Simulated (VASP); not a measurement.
Set up this calculation in VASP 6.6.1, as the native input.

```yaml
Task: single point
Functional: PBE
Potentials_or_basis: VASP PAW PBE potentials, release 64 (O, H, C, N)
Cutoff: 520 eV
k_mesh: 1 × 1 × 1
Occupations: fermi-dirac, width 0.05 eV
Spin: no spin polarisation
Dipole_correction: no
Further_INCAR_settings: LREAL = Auto; ALGO = Normal; EDIFF = 1e-06; NBANDS = 50
```

The structure of H15C2NO6 lies in POSCAR:

```
H15C2NO6
1.0
    6.4392770000      0.0000000000      0.0000000000
    0.0000000000      6.4392770000      0.0000000000
    0.0000000000      0.0000000000      6.4392770000
O H C N
6 15 2 1
Direct
    0.6243092198      0.0943894788      0.7763449220
    0.4378597162      0.2582122185      0.2500435996
    0.3862700735      0.6624190884      0.7465744990
    0.1369408398      0.4947915737      0.4127637311
    0.7597281496      0.4163200310      0.5727661661
    0.3892828341      0.8250771010      0.3171318768
    0.6726376269      0.0765769200      0.9143107215
    0.6981995028      0.2082066046      0.7051878650
    0.4548181419      0.2637407895      0.1022785633
    0.4167393327      0.1046080173      0.2534446026
    0.4201713950      0.8100754169      0.6975317260
    0.5173096296      0.5965576570      0.7254230560
    0.1825515504      0.5295314986      0.5572054130
    0.2455089290      0.4212429439      0.3622922263
    0.6559742654      0.3670598423      0.4599895299
    0.8753622495      0.4760472333      0.4693384055
    0.2765527869      0.7847154269      0.2258638664
    0.5172630406      0.7545101725      0.2988223678
    0.0761576183      0.3012605297      0.8420355267
    0.2689277073      0.1128698144      0.7906167105
    0.0372557354      0.1058969819      0.6606642330
    0.1084904408      0.1362109442      0.8008663084
    0.0158402877      0.0031991169      0.9641299792
   -0.0066311792     -0.1143917244      1.0976853457
```

One way to write it, as run:

INCAR

```
SYSTEM = H15C2NO6
  PREC = Accurate
  ENCUT = 520
  EDIFF = 1E-6
  ISMEAR = -1
  SIGMA = 0.05
  LREAL = Auto
  LASPH = .TRUE.
  NELM = 100
  ALGO = Normal
  ISIF = 2
  LWAVE = .FALSE.
  LCHARG = .TRUE.
  GGA = PE
  LELF = .TRUE.
  LVHAR = .TRUE.
  NBANDS = 50
```

KPOINTS

```
regular mesh
0
G
  1 1 1
  0 0 0
```

Potentials or basis: VASP PAW PBE potentials, release 64 (O, H, C, N).

Run with:

```bash
$ cat potpaw_PBE.64/O/POTCAR potpaw_PBE.64/H/POTCAR potpaw_PBE.64/C/POTCAR potpaw_PBE.64/N/POTCAR > POTCAR
$ mpirun -np 1 vasp_gam > vasp.out
```

It gave:

```json
{
 "Pressure": "2.2 GPa",
 "Largest force": "5.363 eV/Å",
 "Band gap on the k mesh": "4.42 eV"
}
```

Caveat: the k points lie up to 0.98 Å⁻¹ apart.

It took 34 s on 1 thread of AMD EPYC 7R13 Processor (Zen 3) (shared host), peak memory 0.27 GiB.
